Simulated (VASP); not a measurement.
A run of VASP 6.6.1 is set up as follows.

The input INCAR:

```
SYSTEM = Te3Pt2Se
PREC = Accurate
ENCUT = 520
EDIFF = 1E-7
ISMEAR = 0
SIGMA = 0.1
LREAL = .FALSE.
LASPH = .TRUE.
NELM = 150
ALGO = Normal
ISIF = 2
LWAVE = .FALSE.
LCHARG = .FALSE.
ISPIN = 2
MAGMOM = 0 0 0 1 1 0
LORBIT = 11
LMAXMIX = 4
GGA = PE
NBANDS = 35
```

Contents of KPOINTS:

```
regular mesh
0
G
  3 3 3
  0 0 0
```

Contents of POSCAR:

```
Te3Pt2Se
1.0
    3.8083536828      2.1987540239      3.8111932934
   -3.8083536828      2.1987540239      3.8111932934
    0.0000000000     -4.3975080478      3.8111932934
Te Pt Se
3 2 1
Direct
    0.5000000000      0.5000000000      0.0000000000
    0.0000000000      0.5000000000      0.5000000000
    0.5000000000      0.0000000000      0.5000000000
    0.7936579744      0.7936579744      0.7936579744
    0.2063420256      0.2063420256      0.2063420256
    0.5000000000      0.5000000000      0.5000000000
```

Potentials or basis: VASP PAW PBE potentials, release 64 (Te, Pt, Se).

The run is started by

```sh
$ cat potpaw_PBE.64/Te/POTCAR potpaw_PBE.64/Pt/POTCAR potpaw_PBE.64/Se/POTCAR > POTCAR
$ mpirun -np 1 vasp_std > vasp.out
```

Question: Predict the pressure.

Answer: -0.1 GPa.

Question: Estimate the largest force.

Answer: 0.024 eV/Å.

Question: Estimate the net moment.

Answer: 0.00 μB per cell.

Forces on the atoms (eV/Å):
```
Te   0.000  0.000  0.000
Te   0.000  0.000  0.000
Te   0.000  0.000  0.000
Pt   0.000  0.000 -0.024
Pt   0.000  0.000  0.024
Se   0.000  0.000  0.000
```

Caveat: the k points lie up to 0.37 Å⁻¹ apart.
